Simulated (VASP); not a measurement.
## Si3N4: single point with PBE

Crystal: Si3N4.

```
CELL_PARAMETERS angstrom
4.14144 0.00000 0.00000
0.00000 4.14144 0.00000
0.00000 0.00000 4.14144
ATOMIC_POSITIONS crystal
Si 0.00000 0.00000 0.50000
Si 0.00000 0.50000 0.00000
Si 0.50000 0.00000 0.00000
N 0.25000 0.25000 0.25000
N 0.25000 0.75000 0.75000
N 0.75000 0.25000 0.75000
N 0.75000 0.75000 0.25000
```

- Program: VASP 6.6.1
- Task: single point
- Functional: PBE
- Potentials or basis: VASP PAW PBE potentials, release 64 (Si, N)
- Cutoff: 520 eV
- k mesh: 4 × 4 × 4
- Occupations: gaussian, width 0.1 eV
- Spin: no spin polarisation

| Quantity | Value |
| --- | --- |
| Pressure | -7.2 GPa |
| Band gap on the k mesh | 2.44 eV, indirect (least direct gap 2.66 eV) |

Levels at points of the mesh, in eV from the valence-band top:
```
           k point  band 13  band 14  band 15  band 16  band 17  band 18  band 19  band 20
(0.00, 0.00, 0.00)    -3.00    -0.22    -0.22    -0.22     2.44     2.44     2.44     3.89
(0.50, 0.00, 0.00)    -3.14    -2.44    -0.74    -0.74     4.71     5.61     5.61     5.76
(0.50, 0.50, 0.00)    -2.41    -2.17    -0.26    -0.26     6.32     6.32     7.34     7.92
(0.50, 0.50, 0.50)    -2.49     0.00     0.00     0.00     5.51     5.51     5.51     8.42
```

Run time: 14 s on 1 thread of Intel(R) Xeon(R) Platinum 8488C (Sapphire Rapids), with other jobs on the host, peak memory 0.17 GiB.

A k mesh can miss the band edges. PBE gaps usually lie below the measured ones, often by a third to a half.
